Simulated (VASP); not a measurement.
# InP (Fm-3m) in VASP: further runs

InP is run at these levels: PBE, RPBE; tasks: single point.

Everything below comes from runs of VASP 6.6.1. Logs are shortened: lines on timing, memory, paths and dates and some standing lists are left out, and cuts for length are marked.

## (1) The cell of the first run

The structure is cubic, space group Fm-3m (No. 225). Conventional cell: a = 5.710 Å, b = 5.710 Å, c = 5.710 Å, α = 90.00°, β = 90.00°, γ = 90.00°. Within 3.8 Å of In (site symmetry m-3m) lie 6 P at 2.86 Å. P (site symmetry m-3m) has 6 In at 2.86 Å within 3.8 Å.

## (2) Single point, PBE

INCAR

```
SYSTEM = InP
  ALGO = Normal
  EDIFF = 1E-6
  ENCUT = 500
  GGA = PE
  GGA_COMPAT = .FALSE.
  ISIF = 2
  ISMEAR = 0
  LASPH = .TRUE.
  LCHARG = .FALSE.
  LREAL = .FALSE.
  LWAVE = .FALSE.
  NBANDS = 16
  NELM = 120
  PREC = Accurate
  SIGMA = 0.05
```

KPOINTS

```
k-points
0
G
  8 8 8
  0 0 0
```

POSCAR

```
InP
1.0
    0.0000000000      2.8550009661      2.8550009661
    2.8550009661      0.0000000000      2.8550009661
    2.8550009661      2.8550009661      0.0000000000
In P
1 1
Direct
    0.0000000000      0.0000000000      0.0000000000
    0.5000000000      0.5000000000      0.5000000000
```

Potentials or basis: VASP PAW PBE potentials, release 64 (In_d, P).

The run is started by

```sh
> cat potpaw_PBE.64/In_d/POTCAR potpaw_PBE.64/P/POTCAR > POTCAR
> mpirun -np 1 vasp_std > vasp.out
```

OUTCAR:

```text
SYSTEM = InP
   EDIFF = 1E-6
   ENCUT = 500
   GGA = PE
   ISIF = 2
   ISMEAR = 0
   LASPH = .TRUE.
   LREAL = .FALSE.
   NELM = 120
   PREC = Accurate

 ion  position               nearest neighbor table
   1  0.000  0.000  0.000-   2 2.86   2 2.86   2 2.86   2 2.86   2 2.86   2 2.86
   2  0.500  0.500  0.500-   1 2.86   1 2.86   1 2.86   1 2.86   1 2.86   1 2.86

  LATTYP: Found a face centered cubic cell.
 ALAT       =     5.7100019322

  Lattice vectors:

 A1 = (   0.0000000000,   2.8550009661,   2.8550009661)
 A2 = (   2.8550009661,   0.0000000000,   2.8550009661)
 A3 = (   2.8550009661,   2.8550009661,   0.0000000000)

Analysis of symmetry for initial positions (statically):
=====================================================================
 Subroutine PRICEL returns:
 Original cell was already a primitive cell.

 Routine SETGRP: Setting up the symmetry group for a
 face centered cubic supercell.

 Subroutine GETGRP returns: Found 48 space group operations
 (whereof 48 operations were pure point group operations)
 out of a pool of 48 trial point group operations.

The static configuration has the point symmetry O_h .

Analysis of symmetry for dynamics (positions and initial velocities):
=====================================================================
 Subroutine PRICEL returns:
 Original cell was already a primitive cell.

 Routine SETGRP: Setting up the symmetry group for a
 face centered cubic supercell.

 Subroutine GETGRP returns: Found 48 space group operations
 (whereof 48 operations were pure point group operations)
 out of a pool of 48 trial point group operations.

The dynamic configuration has the point symmetry O_h .

 Subroutine INISYM returns: Found 48 space group operations
 (whereof 48 operations are pure point group operations),
 and found     1 'primitive' translations

----------------------------------------------------------------------------------------

                                     Primitive cell

  volume of cell :      46.5424

  direct lattice vectors                    reciprocal lattice vectors
     0.000000000  2.855000966  2.855000966    -0.175131289  0.175131289  0.175131289
     2.855000966  0.000000000  2.855000966     0.175131289 -0.175131289  0.175131289
     2.855000966  2.855000966  0.000000000     0.175131289  0.175131289 -0.175131289

  length of vectors
[... 80 lines left out ...]
   ENCUT  =  500.0 eV  36.75 Ry    6.06 a.u.   7.36  7.36  7.36*2*pi/ulx,y,z
   NELM   =    120;   NELMIN=  2; NELMDL= -5     # of ELM steps
   EDIFF  = 0.1E-05   stopping-criterion for ELM
   LREAL  =      F    real-space projection
   EDIFFG = 0.1E-04   stopping-criterion for IOM
   NSW    =      0    number of steps for IOM
   IBRION =     -1    ionic relax: 0-MD 1-quasi-New 2-CG
   NFREE  =      0    steps in history (QN), initial steepest desc. (CG)
   ISIF   =      2    stress and relaxation
   ISYM   =      2    0-nonsym 1-usesym 2-fastsym
   POTIM  = 0.5000    time-step for ionic-motion
   TEBEG  =    0.0;   TEEND  =   0.0 temperature during run
   PSTRESS=    0.0 pullay stress
   NELECT =      18.0000    total number of electrons
   NUPDOWN=      -1.0000    fix difference up-down
   EMIN   =  10.00;   EMAX   =-10.00  energy-range for DOS
   EFERMI =   0.00;   METHOD = LEGACY
   ISMEAR =     0;   SIGMA  =   0.05  broadening in eV -4-tet -1-fermi 0-gaus
   EFERMI_NEDOS =   21; number of points for ismear=-14 and -15
   IALGO  =     38    algorithm
   IMIX   =      4    mixing-type and parameters
     AMIX     =   0.40;   BMIX     =  1.00
     AMIX_MAG =   1.60;   BMIX_MAG =  1.00
  volume/ion in A,a.u.               =      23.27       157.04
  Fermi-wavevector in a.u.,A,eV,Ry     =   1.192750  2.253971 19.356362  1.422652
  Thomas-Fermi vector in A             =   2.328781
   LORBIT       =      0    0 simple, 1 ext, 2 COOP (PROOUT), +10 PAW based schemes
   GGA     = PE    functional components
   LHFCALC =     F    Hartree Fock is set to
   AEXX    =    0.0000 exact exchange contribution
   IVDW    =     0    specifies the selected vdW correction
   LEPSILON=     F    determine dielectric tensor
   LRPA    =     F    only Hartree local field effects (RPA)
 non-spin polarized calculation
 Gauss-broadening in eV      SIGMA  =   0.05
  energy-cutoff  :      500.00
  volume of cell :       46.54
 maximum number of plane-waves:      1243
 NGX is ok and might be reduce to    30
   NGX = 15   NGY = 15   NGZ = 15

 number of electron      17.9999993 magnetization

 Free energy of the ion-electron system (eV)
  ---------------------------------------------------
  ext. energy  EPLUGINS =         0.00000000
  ---------------------------------------------------
  free energy    TOTEN  =        -7.83296277 eV

  energy without entropy =       -7.83043494  energy(sigma->0) =       -7.83169886

 E-fermi :   6.0361     XC(G=0):  -9.9764

 val. band max:        6.0198427428   @ k =   0.3750   0.0000   0.0000
 cond. band min:       6.0467793079   @ k =  -0.3750   0.3750   0.0000
 fundamental gap:      0.0269365651
 Fermi energy:         6.0360789548

 k-point     1 :       0.0000    0.0000    0.0000
  band No.  band energies     occupation
      1      -8.1880      2.00000
      2      -8.1880      2.00000
      3      -8.1746      2.00000
      4      -8.1746      2.00000
      5      -8.1746      2.00000
      6      -5.3933      2.00000
[... 433 lines left out ...]
      3      -8.1616      2.00000
      4      -8.1384      2.00000
      5      -8.1096      2.00000
      6      -3.2090      2.00000
[... 8 lines left out ...]
     15      15.7491      0.00000
     16      18.2724      0.00000

 [... further k-points ...]

------------------------ aborting loop because EDIFF is reached ----------------------------------------

  FORCE on cell =-STRESS in cart. coord.  units (eV):
  Direction    XX          YY          ZZ          XY          YZ          ZX
  --------------------------------------------------------------------------------------
  -------------------------------------------------------------------------------------
  Total       -1.5667021     -1.5667021     -1.5667021      0.0000000      0.0000000     -0.0000000
  in kB      -53.9322134    -53.9322134    -53.9322134      0.0000000      0.0000000     -0.0000000
  external PRESSURE =     -53.9322134 kB  Pullay stress =       0.0000000 kB

 VOLUME and BASIS-vectors are now :
 -----------------------------------------------------------------------------
  energy-cutoff  :      500.00
  volume of cell :       46.54
      direct lattice vectors                 reciprocal lattice vectors
     0.000000000  2.855000966  2.855000966    -0.175131289  0.175131289  0.175131289
     2.855000966  0.000000000  2.855000966     0.175131289 -0.175131289  0.175131289
     2.855000966  2.855000966  0.000000000     0.175131289  0.175131289 -0.175131289

 POSITION                                       TOTAL-FORCE (eV/Angst)
 -----------------------------------------------------------------------------------
      0.00000      0.00000      0.00000         0.000000      0.000000     -0.000000
      2.85500      2.85500      2.85500         0.000000      0.000000      0.000000
 -----------------------------------------------------------------------------------
    total drift:                               -0.000000      0.000000      0.000000

  FREE ENERGIE OF THE ION-ELECTRON SYSTEM (eV)
  ---------------------------------------------------
  free  energy   TOTEN  =        -7.8329627722 eV

  energy  without entropy=       -7.8304349392  energy(sigma->0) =       -7.83169886
```

OSZICAR:

```text
N       E                     dE             d eps       ncg     rms          rms(c)
DAV:   1     0.105356271792E+03    0.10536E+03   -0.81817E+03   936   0.124E+03
DAV:   2    -0.151102360198E+01   -0.10687E+03   -0.10291E+03  1016   0.294E+02
DAV:   3    -0.797328572323E+01   -0.64623E+01   -0.63996E+01  1232   0.692E+01
DAV:   4    -0.813204694836E+01   -0.15876E+00   -0.15866E+00  1144   0.114E+01
DAV:   5    -0.813990166524E+01   -0.78547E-02   -0.78546E-02  1392   0.228E+00    0.408E+00
DAV:   6    -0.784071941771E+01    0.29918E+00   -0.54213E-01  1408   0.108E+01    0.231E+00
DAV:   7    -0.783295855086E+01    0.77609E-02   -0.76279E-02  1296   0.210E+00    0.103E+00
DAV:   8    -0.783320371534E+01   -0.24516E-03   -0.95760E-03  1328   0.123E+00    0.130E-01
DAV:   9    -0.783296218934E+01    0.24153E-03   -0.20871E-03  1424   0.651E-01    0.807E-02
DAV:  10    -0.783294525345E+01    0.16936E-04   -0.15641E-04  1240   0.122E-01    0.445E-02
DAV:  11    -0.783296270856E+01   -0.17455E-04   -0.46665E-05  1232   0.522E-02    0.961E-03
DAV:  12    -0.783296277218E+01   -0.63616E-07   -0.71750E-06  1104   0.191E-02
   1 F= -.78329628E+01 E0= -.78316989E+01  d E =-.252783E-02
```

stdout:

```text
POSCAR found type information on POSCAR InP
 POSCAR found :  2 types and       2 ions
 scaLAPACK will be used
 LDA part: xc-table for (Slater+PW92), standard interpolation
 POSCAR, INCAR and KPOINTS ok, starting setup
 FFT: planning ... GRIDC
 FFT: planning ... GRID_SOFT
 FFT: planning ... GRID
 WAVECAR not read
 entering main loop
```

Run time: 13 s. Hardware: 1 thread of Intel Xeon 6975P-C (Granite Rapids), shared host; peak memory 0.17 GiB.

What came out:

```
Free energy            : -7.8330 eV
Pressure               : -5.4 GPa
Band gap on the k mesh : zero (band 9 reaches 6.24 eV, above the bottom of band 10 at 3.93 eV)
```

Caveat: spin-orbit coupling is left out, which moves the levels of the heavy elements.

## (3) Single point, RPBE

INCAR

```
ALGO = Normal
EDIFF = 1E-6
ENCUT = 500
GGA = RP
GGA_COMPAT = F
ISIF = 2
ISMEAR = 0
LASPH = T
LCHARG = F
LREAL = F
LWAVE = F
NBANDS = 16
NELM = 120
PREC = Accurate
SIGMA = 0.05
```

KPOINTS

```
k-points
0
Gamma
  8 8 8
```

POSCAR is that of step 2.

Potentials or basis: VASP PAW PBE potentials, release 64 (In_d, P).

The run is started by

```sh
> cat potpaw_PBE.64/In_d/POTCAR potpaw_PBE.64/P/POTCAR > POTCAR
> mpirun -np 1 vasp_std > vasp.out
```

Wall time 12 s (1 thread of Intel Xeon 6975P-C (Granite Rapids), shared host); peak memory 0.17 GiB.

It converged, with:

```
Free energy            : -7.1409 eV
Pressure               : -3.8 GPa
Band gap on the k mesh : zero (band 9 reaches 6.33 eV, above the bottom of band 10 at 4.04 eV)
```

Levels at points of the mesh, in eV from the Fermi level:
| k point | band 7 | band 8 | band 9 | band 10 | band 11 | band 12 |
| --- | --- | --- | --- | --- | --- | --- |
| (0.00, 0.00, 0.00) | -0.29 | -0.29 | -0.29 | -0.16 | 6.98 | 6.98 |
| (0.50, 0.00, 0.00) | -6.21 | 0.05 | 0.05 | 2.41 | 3.37 | 3.37 |
| (0.50, 0.50, 0.00) | -4.46 | -2.62 | -2.11 | -2.11 | 3.96 | 9.10 |

Caveat: the PAW data sets were made with another functional, which shifts forces and pressure a little; spin-orbit coupling is left out, which moves the levels of the heavy elements.

## (4) Single point, RPBE

This run uses another cell than the first one, of 22.68 Å³/atom, 0.975 times its volume.

INCAR

```
SYSTEM = InP
PREC = Accurate ; ENCUT = 500
EDIFF = 1E-6 ; ISMEAR = 0
SIGMA = 0.05 ; LREAL = .False.
LASPH = .True. ; NELM = 120
ALGO = Normal ; ISIF = 2
LWAVE = .False. ; LCHARG = .False.
GGA = RP ; NBANDS = 16
GGA_COMPAT = .False.
```

KPOINTS

```
Automatic mesh
0
Gamma
  8 8 8
  0 0 0
```

POSCAR

```
InP
1.0
    0.0000000000      2.8308009548      2.8308009548
    2.8308009548      0.0000000000      2.8308009548
    2.8308009548      2.8308009548      0.0000000000
In P
1 1
Direct
    0.0000000000      0.0000000000      0.0000000000
    0.5000000000      0.5000000000      0.5000000000
```

Potentials or basis: VASP PAW PBE potentials, release 64 (In_d, P).

The run is started by

```sh
> cat potpaw_PBE.64/In_d/POTCAR potpaw_PBE.64/P/POTCAR > POTCAR
> mpirun -np 1 vasp_std > vasp.out
```

OUTCAR:

```text
SYSTEM = InP
   PREC = Accurate
   ENCUT = 500
   EDIFF = 1E-6
   ISMEAR = 0
   LREAL = .False.
   LASPH = .True.
   NELM = 120
   ISIF = 2
   GGA = RP

 ion  position               nearest neighbor table
   1  0.000  0.000  0.000-   2 2.83   2 2.83   2 2.83   2 2.83   2 2.83   2 2.83
   2  0.500  0.500  0.500-   1 2.83   1 2.83   1 2.83   1 2.83   1 2.83   1 2.83

  LATTYP: Found a face centered cubic cell.
 ALAT       =     5.6616019096

  Lattice vectors:

 A1 = (   0.0000000000,   2.8308009548,   2.8308009548)
 A2 = (   2.8308009548,   0.0000000000,   2.8308009548)
 A3 = (   2.8308009548,   2.8308009548,   0.0000000000)

Analysis of symmetry for initial positions (statically):
=====================================================================
 Subroutine PRICEL returns:
 Original cell was already a primitive cell.

 Routine SETGRP: Setting up the symmetry group for a
 face centered cubic supercell.

 Subroutine GETGRP returns: Found 48 space group operations
 (whereof 48 operations were pure point group operations)
 out of a pool of 48 trial point group operations.

The static configuration has the point symmetry O_h .

Analysis of symmetry for dynamics (positions and initial velocities):
=====================================================================
[... 164 lines left out ...]
 Fermi energy:         6.4502184904

 k-point     1 :       0.0000    0.0000    0.0000
  band No.  band energies     occupation
      1      -7.8728      2.00000
      2      -7.8728      2.00000
      3      -7.8609      2.00000
      4      -7.8609      2.00000
      5      -7.8609      2.00000
      6      -5.1550      2.00000
[... 433 lines left out ...]
      3      -7.8473      2.00000
      4      -7.8221      2.00000
      5      -7.7908      2.00000
      6      -2.8722      2.00000
[... 8 lines left out ...]
     15      16.2305      0.00000
     16      18.7770      0.00000

 [... further k-points ...]

------------------------ aborting loop because EDIFF is reached ----------------------------------------

  FORCE on cell =-STRESS in cart. coord.  units (eV):
  Direction    XX          YY          ZZ          XY          YZ          ZX
  --------------------------------------------------------------------------------------
  -------------------------------------------------------------------------------------
  Total       -0.7339529     -0.7339529     -0.7339529      0.0000000     -0.0000000      0.0000000
  in kB      -25.9191522    -25.9191522    -25.9191522      0.0000000     -0.0000000      0.0000000
  external PRESSURE =     -25.9191522 kB  Pullay stress =       0.0000000 kB

 VOLUME and BASIS-vectors are now :
 -----------------------------------------------------------------------------
  energy-cutoff  :      500.00
  volume of cell :       45.37
      direct lattice vectors                 reciprocal lattice vectors
     0.000000000  2.830800955  2.830800955    -0.176628455  0.176628455  0.176628455
     2.830800955  0.000000000  2.830800955     0.176628455 -0.176628455  0.176628455
     2.830800955  2.830800955  0.000000000     0.176628455  0.176628455 -0.176628455

 POSITION                                       TOTAL-FORCE (eV/Angst)
 -----------------------------------------------------------------------------------
      0.00000      0.00000      0.00000        -0.000000     -0.000000     -0.000000
      2.83080      2.83080      2.83080         0.000000      0.000000      0.000000
 -----------------------------------------------------------------------------------
    total drift:                               -0.000000      0.000000      0.000000

  FREE ENERGIE OF THE ION-ELECTRON SYSTEM (eV)
  ---------------------------------------------------
  free  energy   TOTEN  =        -7.1640836767 eV

  energy  without entropy=       -7.1625196028  energy(sigma->0) =       -7.16330164
```

Wall time 12 s (1 thread of Intel Xeon 6975P-C (Granite Rapids), shared host); peak memory 0.17 GiB.

Results:

```yaml
Free_energy: -7.1641 eV
Pressure: -2.6 GPa
Band_gap_on_the_k_mesh: zero (band 9 reaches 6.63 eV, above the bottom of band 10 at 4.25 eV)
```

Levels at points of the mesh, in eV from the Fermi level:
```csv
k point,band 6,band 7,band 8,band 9,band 10,band 11,band 12,band 13
"(0.00, 0.00, 0.00)",-11.61,-0.31,-0.31,-0.31,0.02,6.97,6.97,6.97
"(0.50, 0.00, 0.00)",-9.75,-6.35,0.04,0.04,2.41,3.35,3.35,4.66
"(0.50, 0.50, 0.00)",-8.84,-4.62,-2.60,-2.20,-2.20,3.89,9.30,9.30
```

Caveat: the PAW data sets were made with another functional, which shifts forces and pressure a little; spin-orbit coupling is left out, which moves the levels of the heavy elements.

## (5) Summary

```csv
level,cell,gap on the mesh (eV),pressure (GPa)
PBE,"a = 4.038 Å, angles 60.0°, 2 atoms",none,-5.4
RPBE,"a = 4.038 Å, angles 60.0°, 2 atoms",none,-3.8
RPBE,"a = 4.003 Å, angles 60.0°, 2 atoms",none,-2.6
```

Alike in all rows: task single point; potentials or basis VASP PAW PBE potentials, release 64 (In_d, P); no spin polarisation; k mesh 8 × 8 × 8; cutoff (eV) 500; smearing gaussian 0.05 eV.

Caveats: spin-orbit coupling is left out, which moves the levels of the heavy elements; the PAW data sets were made with another functional, which shifts forces and pressure a little (some runs).

Absolute energies hang on the potentials; compare differences alone.
